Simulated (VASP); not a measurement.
# TaN (Fm-3m) in VASP: further runs, part 2 of 2

VASP 6.6.1.

## 3. Single point, PBE

This run uses another cell than the first one, of 9.93 Å³/atom, 1.021 times its volume.

INCAR reads:

```
PREC = Accurate
ENCUT = 520
EDIFF = 1E-6
ISMEAR = 0
SIGMA = 0.1
LREAL = F
LASPH = T
NELM = 80
ALGO = Normal
ISIF = 2
LWAVE = F
LCHARG = T
GGA = PE
LELF = T
LVHAR = T
NBANDS = 15
```

KPOINTS reads:

```
regular mesh
0
Gamma
  11 11 11
```

POSCAR reads:

```
TaN
1.0
    0.0000000000      2.1495504440      2.1495504440
    2.1495504440      0.0000000000      2.1495504440
    2.1495504440      2.1495504440      0.0000000000
Ta N
1 1
Direct
    0.5000000000      0.5000000000      0.5000000000
    0.0000000000      0.0000000000      0.0000000000
```

Potentials or basis: VASP PAW PBE potentials, release 64 (Ta_pv, N).

Run with:

```
> cat potpaw_PBE.64/Ta_pv/POTCAR potpaw_PBE.64/N/POTCAR > POTCAR
> mpirun -np 1 vasp_std > vasp.out
```

OUTCAR:

```text
PREC = Accurate
   ENCUT = 520
   EDIFF = 1E-6
   ISMEAR = 0
   LREAL = F
   LASPH = T
   NELM = 80
   ISIF = 2
   GGA = PE

 ion  position               nearest neighbor table
   1  0.500  0.500  0.500-   2 2.15   2 2.15   2 2.15   2 2.15   2 2.15   2 2.15
   2  0.000  0.000  0.000-   1 2.15   1 2.15   1 2.15   1 2.15   1 2.15   1 2.15

  LATTYP: Found a face centered cubic cell.
 ALAT       =     4.2991008880

  Lattice vectors:

 A1 = (   0.0000000000,   2.1495504440,   2.1495504440)
 A2 = (   2.1495504440,   0.0000000000,   2.1495504440)
 A3 = (   2.1495504440,   2.1495504440,   0.0000000000)

Analysis of symmetry for initial positions (statically):
[... 33 lines left out ...]
                                     Primitive cell

  volume of cell :      19.8643

  direct lattice vectors                    reciprocal lattice vectors
     0.000000000  2.149550444  2.149550444    -0.232606777  0.232606777  0.232606777
     2.149550444  0.000000000  2.149550444     0.232606777 -0.232606777  0.232606777
     2.149550444  2.149550444  0.000000000     0.232606777  0.232606777 -0.232606777

  length of vectors
     3.039923391  3.039923391  3.039923391     0.402886755  0.402886755  0.402886755

  position of ions in fractional coordinates (direct lattice)
     0.500000000  0.500000000  0.500000000
     0.000000000  0.000000000  0.000000000

  ion indices of the primitive-cell ions
   primitive index   ion index
                 1           1
                 2           2

----------------------------------------------------------------------------------------

 KPOINTS: regular mesh

Automatic generation of k-mesh.
 Grid dimensions read from file:
 generate k-points for:   11   11   11

 Generating k-lattice:

  Cartesian coordinates                     Fractional coordinates (reciprocal lattice)
    -0.021146071  0.021146071  0.021146071     0.090909091  0.000000000  0.000000000
     0.021146071 -0.021146071  0.021146071     0.000000000  0.090909091  0.000000000
     0.021146071  0.021146071 -0.021146071     0.000000000  0.000000000  0.090909091

  Length of vectors
[... 78 lines left out ...]
  Thomas-Fermi vector in A             =   2.631676
   LORBIT       =      0    0 simple, 1 ext, 2 COOP (PROOUT), +10 PAW based schemes
   GGA     = PE    functional components
   LHFCALC =     F    Hartree Fock is set to
   AEXX    =    0.0000 exact exchange contribution
   IVDW    =     0    specifies the selected vdW correction
   LEPSILON=     F    determine dielectric tensor
   LRPA    =     F    only Hartree local field effects (RPA)
 non-spin polarized calculation
 Gauss-broadening in eV      SIGMA  =   0.10
  energy-cutoff  :      520.00
  volume of cell :       19.86
 maximum number of plane-waves:       550
   NGX = 11   NGY = 11   NGZ = 11

 number of electron      15.9999997 magnetization

 Free energy of the ion-electron system (eV)
  ---------------------------------------------------
  ext. energy  EPLUGINS =         0.00000000
  ---------------------------------------------------
  free energy    TOTEN  =       -21.65421511 eV

  energy without entropy =      -21.65202088  energy(sigma->0) =      -21.65311799

 E-fermi :  10.3842     XC(G=0): -13.8193

 val. band max:       10.2832135875   @ k =  -0.3636   0.2727   0.0909
 cond. band min:      10.4155320226   @ k =   0.0000   0.0000   0.0000
 fundamental gap:      0.1323184351
 Fermi energy:        10.3841915530

 k-point     1 :       0.0000    0.0000    0.0000
  band No.  band energies     occupation
      1     -25.3080      2.00000
      2     -25.3080      2.00000
      3     -25.3080      2.00000
      4      -9.0955      2.00000
      5       6.3125      2.00000
      6       6.3125      2.00000
      7       6.3125      2.00000
      8       8.0325      2.00000
      9       8.0325      2.00000
     10       8.0325      2.00000
     11      10.4155      0.65761
     12      10.4155      0.65760
     13      12.4659      0.00000
     14      19.7652      0.00000
[... 401 lines left out ...]
      2     -25.5410      2.00000
      3     -25.3494      2.00000
      4      -7.2292      2.00000
      5       1.6217      2.00000
      6       3.0346      2.00000
      7       3.9288      2.00000
      8       9.5650      2.00000
      9       9.9803      2.00000
     10      11.8909      0.00000
     11      12.5348      0.00000
     12      16.5080      0.00000
     13      16.8084      0.00000
     14      22.8471      0.00000
     15      24.2362      0.00000

 [... further k-points ...]
[... 5 lines left out ...]
  --------------------------------------------------------------------------------------
  -------------------------------------------------------------------------------------
  Total        4.1254606      4.1254606      4.1254606     -0.0000000      0.0000000      0.0000000
  in kB      332.7439034    332.7439034    332.7439034     -0.0000000      0.0000000      0.0000000
  external PRESSURE =     332.7439034 kB  Pullay stress =       0.0000000 kB

 VOLUME and BASIS-vectors are now :
 -----------------------------------------------------------------------------
  energy-cutoff  :      520.00
  volume of cell :       19.86
      direct lattice vectors                 reciprocal lattice vectors
     0.000000000  2.149550444  2.149550444    -0.232606777  0.232606777  0.232606777
     2.149550444  0.000000000  2.149550444     0.232606777 -0.232606777  0.232606777
     2.149550444  2.149550444  0.000000000     0.232606777  0.232606777 -0.232606777

 POSITION                                       TOTAL-FORCE (eV/Angst)
 -----------------------------------------------------------------------------------
      2.14955      2.14955      2.14955        -0.000000     -0.000000     -0.000000
      0.00000      0.00000      0.00000         0.000000      0.000000      0.000000
 -----------------------------------------------------------------------------------
    total drift:                                0.000000     -0.000000     -0.000000

  FREE ENERGIE OF THE ION-ELECTRON SYSTEM (eV)
  ---------------------------------------------------
  free  energy   TOTEN  =       -21.6542151109 eV

  energy  without entropy=      -21.6520208768  energy(sigma->0) =      -21.65311799
```

OSZICAR:

```text
N       E                     dE             d eps       ncg     rms          rms(c)
DAV:   1     0.921347908184E+02    0.92135E+02   -0.87896E+03  1680   0.114E+03
DAV:   2    -0.218482494378E+02   -0.11398E+03   -0.10757E+03  2044   0.310E+02
DAV:   3    -0.246841213018E+02   -0.28359E+01   -0.28246E+01  1939   0.453E+01
DAV:   4    -0.246946728644E+02   -0.10552E-01   -0.10549E-01  2177   0.297E+00
DAV:   5    -0.246947431685E+02   -0.70304E-04   -0.70304E-04  1897   0.206E-01    0.278E+01
DAV:   6    -0.217253477967E+02    0.29694E+01   -0.53850E+00  1992   0.267E+01    0.118E+01
DAV:   7    -0.216850212794E+02    0.40327E-01   -0.48873E-01  1988   0.581E+00    0.795E+00
DAV:   8    -0.216607306763E+02    0.24291E-01   -0.11851E-01  1876   0.286E+00    0.188E+00
DAV:   9    -0.216543095673E+02    0.64211E-02   -0.16491E-02  1890   0.107E+00    0.328E-01
DAV:  10    -0.216542556243E+02    0.53943E-04   -0.11010E-03  1897   0.372E-01    0.665E-02
DAV:  11    -0.216542166834E+02    0.38941E-04   -0.82254E-05  1855   0.106E-01    0.299E-02
DAV:  12    -0.216542155851E+02    0.10983E-05   -0.78039E-06  1974   0.273E-02    0.334E-03
DAV:  13    -0.216542151109E+02    0.47420E-06   -0.31098E-07  1036   0.465E-03
   1 F= -.21654215E+02 E0= -.21653118E+02  d E =-.219423E-02
```

Wall time 17 s (1 thread of AMD EPYC 7R13 (Zen 3), shared host); peak memory 0.12 GiB.

What came out:

* Free energy: -21.6542 eV
* Pressure: 33.3 GPa
* Band gap on the k mesh: zero (band 8 reaches 12.19 eV, above the bottom of band 9 at 8.03 eV)

Levels at points of the mesh, in eV from the Fermi level:
| k point | band 5 | band 6 | band 7 | band 8 | band 9 | band 10 | band 11 | band 12 |
| --- | --- | --- | --- | --- | --- | --- | --- | --- |
| (0.00, 0.00, 0.00) | -4.07 | -4.07 | -4.07 | -2.35 | -2.35 | -2.35 | 0.03 | 0.03 |

Caveat: spin-orbit coupling is left out, which moves the levels of the heavy elements.

## 4. Single point, PBE

This run uses another cell than the first one, of 10.14 Å³/atom, 1.043 times its volume.

INCAR reads:

```
SYSTEM = TaN
  PREC = Accurate
  ENCUT = 520
  EDIFF = 1E-6
  ISMEAR = 0
  SIGMA = 0.1
  LREAL = .False.
  LASPH = .True.
  NELM = 60
  ALGO = Normal
  ISIF = 2
  LWAVE = .False.
  LCHARG = .False.
  GGA = PE
  NBANDS = 15
```

KPOINTS reads:

```
Automatic mesh
0
Gamma
  11 11 11
  0 0 0
```

POSCAR reads:

```
TaN
1.0
    0.0000000000      2.1643753983      2.1643753983
    2.1643753983      0.0000000000      2.1643753983
    2.1643753983      2.1643753983      0.0000000000
Ta N
1 1
Direct
    0.5000000000      0.5000000000      0.5000000000
    0.0000000000      0.0000000000      0.0000000000
```

Run with:

```
> cat potpaw_PBE.64/Ta_pv/POTCAR potpaw_PBE.64/N/POTCAR > POTCAR
> mpirun -np 1 vasp_std > vasp.out
```

Run time: 14 s. Hardware: 1 thread of AMD EPYC 7R13 (Zen 3), shared host; peak memory 0.12 GiB.

Results (log left out):

```
Free energy            : -21.7283 eV
Pressure               : 23.9 GPa
Band gap on the k mesh : zero (band 8 reaches 11.89 eV, above the bottom of band 9 at 7.85 eV)
```

Levels at points of the mesh, in eV from the Fermi level:
| k point | band 4 | band 5 | band 6 | band 7 | band 8 | band 9 | band 10 | band 11 | band 12 | band 13 |
| --- | --- | --- | --- | --- | --- | --- | --- | --- | --- | --- |
| (0.00, 0.00, 0.00) | -19.31 | -4.01 | -4.01 | -4.01 | -2.29 | -2.29 | -2.29 | 0.03 | 0.03 | 1.89 |

Caveat: spin-orbit coupling is left out, which moves the levels of the heavy elements.

## 5. Overview

```csv
cell,gap on the mesh (eV),pressure (GPa)
"a = 3.019 Å, angles 60.0°, 2 atoms",none,43.6
"a = 3.040 Å, angles 60.0°, 2 atoms",none,33.3
"a = 3.061 Å, angles 60.0°, 2 atoms",none,23.9
```

Alike in all rows: task single point; level PBE; potentials or basis VASP PAW PBE potentials, release 64 (Ta_pv, N); no spin polarisation; k mesh 11 × 11 × 11; cutoff (eV) 520; smearing gaussian 0.1 eV.

Caveats: spin-orbit coupling is left out, which moves the levels of the heavy elements.

Absolute energies hang on the potentials; compare differences alone.
